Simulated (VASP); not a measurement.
Set up this calculation in VASP 6.6.1, as the native input.

* Task: single point
* Functional: LDA
* Potentials or basis: VASP PAW LDA potentials, release 64 (Ti_sv)
* Cutoff: 520 eV
* k mesh: 13 × 13 × 13
* Occupations: fermi-dirac, width 0.1 eV
* Spin: non-collinear spin, zero start, spin-orbit coupling
* Starting moments: [[0.0, 0.0, 0.0]] μB
* Dipole correction: no
* Further INCAR settings: ALGO = Normal; EDIFF = 1e-06; NBANDS = 23

The structure of Ti lies in POSCAR:

```
Ti
1.0
    0.0000000000      2.0024352018      2.0024352018
    2.0024352018      0.0000000000      2.0024352018
    2.0024352018      2.0024352018      0.0000000000
Ti
1
Direct
    0.0000000000      0.0000000000      0.0000000000
```

The input as run:

INCAR

```
SYSTEM = Ti
PREC = Accurate
ENCUT = 520
EDIFF = 1E-6
ISMEAR = -1
SIGMA = 0.1
LREAL = .FALSE.
LASPH = .TRUE.
NELM = 150
ALGO = Normal
ISIF = 2
LWAVE = .FALSE.
LCHARG = .FALSE.
MAGMOM = 0 0 0
LORBIT = 11
LSORBIT = .TRUE.
GGA_COMPAT = .FALSE.
LORBMOM = .TRUE.
LMAXMIX = 4
NBANDS = 23
```

KPOINTS

```
Automatic mesh
0
G
  13 13 13
  0 0 0
```

Potentials or basis: VASP PAW LDA potentials, release 64 (Ti_sv).

The run is started by

```console
$ cat potpaw_LDA.64/Ti_sv/POTCAR > POTCAR
$ mpirun -np 1 vasp_ncl > vasp.out
```

It gave:

The pressure is -0.2 GPa. The net moment is 0.00 μB per cell. The valence electrons inside the program's atomic spheres are Ti 10.38.

Wall time 85 s on 1 thread of Intel(R) Xeon(R) 6975P-C (Granite Rapids), on a shared host, peak memory 0.19 GiB.
